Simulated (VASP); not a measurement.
Runs of VASP 6.6.1 on CdS. The structure is that of space group Pm-3m (No. 221), or close to it. The cells are those of the table. 

| task | level | cell | k mesh | cutoff (eV) | gap on the mesh (eV) | pressure (GPa) | relaxed volume (Å³/atom) |
| --- | --- | --- | --- | --- | --- | --- | --- |
| single point | PBE | a = 3.387 Å, 2 atoms | 8 × 8 × 8 | 520 | none | 1.8 | - |
| single point | r2SCAN | a = 3.387 Å, 2 atoms | 8 × 8 × 8 | 520 | none | 0.4 | - |
| single point | r2SCAN | a = 3.387 Å, 2 atoms | 6 × 6 × 6 | 520 | none | 0.4 | - |
| relaxation of cell and atoms | r2SCAN | relaxed from a = 3.409 Å, 2 atoms | 6 × 6 × 6 | 600 | none | 0.0 | (a) |
| relaxation of cell and atoms | PBE | relaxed from a = 3.144 Å, 2 atoms | 8 × 8 × 8 | 600 | none | 0.0 | 19.90 |

Alike in all rows: potentials or basis VASP PAW PBE potentials, release 64 (Cd, S); no spin polarisation; smearing fermi-dirac 0.02 eV.

**Question.** Estimate the missing entries.

**Answer.** (a) 19.51.

Caveats: the PAW data sets were made with another functional, which shifts forces and pressure a little (some runs); the volume moved by over 15 % at a fixed basis, so the end points are rough (some runs).

A k mesh can miss the band edges, and the runs leave out spin-orbit coupling on Cd.

A gap of «none» marks levels without a gap at the run's occupations.
